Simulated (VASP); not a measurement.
A run of VASP 6.6.1:

Contents of INCAR:

```
ALGO = Normal
EDIFF = 1E-7
ENCUT = 520
ISIF = 2
ISMEAR = -1
LASPH = T
LCHARG = F
LREAL = F
LWAVE = F
NBANDS = 16
NELM = 100
PREC = Accurate
SIGMA = 0.05
```

The input KPOINTS:

```
k-points
0
Gamma
  8 8 8
```

Contents of POSCAR:

```
CdS
1.0
    0.0000000000      2.9548794012      2.9548794012
    2.9548794012      0.0000000000      2.9548794012
    2.9548794012      2.9548794012      0.0000000000
Cd S
1 1
Direct
    0.0000000000      0.0000000000      0.0000000000
    0.7500000000      0.7500000000      0.7500000000
```

Potentials or basis: VASP PAW LDA potentials, release 64 (Cd, S).

The run is started by

```bash
$ cat potpaw_LDA.64/Cd/POTCAR potpaw_LDA.64/S/POTCAR > POTCAR
$ mpirun -np 1 vasp_std > vasp.out
```

Hardware: 1 thread of Intel(R) Xeon(R) 6975P-C (Granite Rapids) (shared host).

Problem. Estimate the wall time of this run.

Solution. It took 9.2 s on 1 thread of Intel(R) Xeon(R) 6975P-C (Granite Rapids), with other jobs on the host, peak memory 0.16 GiB. Counts: scf iterations 14, k points 29.
